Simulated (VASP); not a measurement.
A run of VASP 6.6.1 is set up as follows.

The input INCAR:

```
SYSTEM = SiO2
PREC = Accurate
ENCUT = 520
EDIFF = 1E-7
ISMEAR = 0
SIGMA = 0.05
LREAL = .False.
LASPH = .True.
NELM = 60
ALGO = Normal
ISIF = 2
LWAVE = .False.
LCHARG = .False.
GGA = PE
NBANDS = 25
```

The input KPOINTS:

```
regular mesh
0
Gamma
  6 6 8
  0 0 0
```

The input POSCAR:

```
SiO2
1.0
    4.0666718729      0.0000000000      0.0000000000
    0.0000000000      4.0666718729      0.0000000000
    0.0000000000      0.0000000000      2.7980972306
Si O
2 4
Direct
    0.5000000000      0.5000000000      0.5000000000
    0.0000000000      0.0000000000      0.0000000000
    0.6930152167      0.6930152167      0.0000000000
    0.1930152167      0.8069847833      0.5000000000
    0.3069847833      0.3069847833      0.0000000000
    0.8069847833      0.1930152167      0.5000000000
```

Potentials or basis: VASP PAW PBE potentials, release 64 (Si, O).

Launch:

```console
$ cat potpaw_PBE.64/Si/POTCAR potpaw_PBE.64/O/POTCAR > POTCAR
$ mpirun -np 1 vasp_std > vasp.out
```

**Question.** Predict the pressure.

**Answer.** 11.1 GPa.

**Question.** Estimate the largest force.

**Answer.** 0.718 eV/Å.

**Question.** What does it give for the band gap on the k mesh?

**Answer.** 5.41 eV, direct.

Forces in eV/Å, atoms in the order of the input:
```
Si   0.000  0.000  0.000
Si   0.000  0.000  0.000
O    0.508  0.508  0.000
O    0.508 -0.508  0.000
O   -0.508 -0.508  0.000
O   -0.508  0.508  0.000
```

Caveat: the cell differs from its parent crystal (strain -0.040 along x and y, +0.040 along z). A k mesh can miss the band edges.
